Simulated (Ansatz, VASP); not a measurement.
# Two plane-wave programs on PdI4

```xyz
5
Lattice="5.6748 0.0000 0.0000 0.0000 5.6748 0.0000 0.0000 0.0000 5.6748" Properties=species:S:1:pos:R:3 pbc="T T T"
Pd    0.0000    0.0000    0.0000
I     1.5031    1.5031    1.5031
I     4.1717    4.1717    1.5031
I     1.5031    4.1717    4.1717
I     4.1717    1.5031    4.1717
```

Change from the starting cell: species swapped into the SnI4 type (P-43m, No. 215).

Alike in both runs: functional PBE; k mesh 8 × 8 × 8; occupations gaussian, width 0.1 eV; no spin polarisation.

Ansatz relaxed the structure, and its values are those at the end. VASP's run is a single point on that final structure, the one shown.

|  | VASP | Ansatz |
| --- | --- | --- |
| version | VASP 6.6.1 | Ansatz 0.2.0 |
| potentials or method | VASP PAW PBE potentials, release 64 (Pd, I), cutoff 520 eV | scalar-relativistic, plane waves, PAW |
| valence electrons in the cell | 38 | 86 |

```tsv
	VASP	Ansatz	Ansatz less VASP
gap on the k mesh at the Fermi level (eV)	none	none	-
pressure (GPa)	-0.1	0.0	+0.06
rms of the force components (eV/Å)	0.009	0.001	-0.0076
```

A gap of «none» marks a metal or a gap that the smearing closes. The functional is the same, so the differences come from potentials, cutoffs and numerics. VASP's potentials hold 38 valence electrons a cell and Ansatz's 86, so a difference there can come from the potentials and not from the codes.

Neither program's run includes spin-orbit coupling.
